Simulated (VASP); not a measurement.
Input of a VASP 6.6.1 run:

The input INCAR:

```
  PREC = Accurate
  ENCUT = 520
  EDIFF = 1E-6
  ISMEAR = -1
  SIGMA = 0.06122561905347299
  LREAL = False
  LASPH = True
  NELM = 100
  ALGO = Normal
  ISIF = 2
  LWAVE = False
  LCHARG = False
  GGA = PE
  NBANDS = 10
```

Contents of KPOINTS:

```
regular mesh
0
Gamma
  54 54 54
```

File POSCAR:

```
Fe
1.0
    0.0000000000      1.7250450174      1.7250450174
    1.7250450174      0.0000000000      1.7250450174
    1.7250450174      1.7250450174      0.0000000000
Fe
1
Direct
    0.0000000000      0.0000000000      0.0000000000
```

Potentials or basis: VASP PAW PBE potentials, release 64 (Fe).

Launch:

```console
$ cat potpaw_PBE.64/Fe/POTCAR > POTCAR
$ mpirun -np 1 vasp_std > vasp.out
```

**Question.** Estimate the band gap on the k mesh.

**Answer.** Zero (band 4 reaches 8.03 eV, above the bottom of band 5 at 5.96 eV).

**Question.** Estimate the pressure.

**Answer.** -0.7 GPa.

Caveat: the run has no spin polarisation, though such a crystal can be magnetic. Spin polarisation is off, so any magnetic state and its effect on volume and gap are missing.
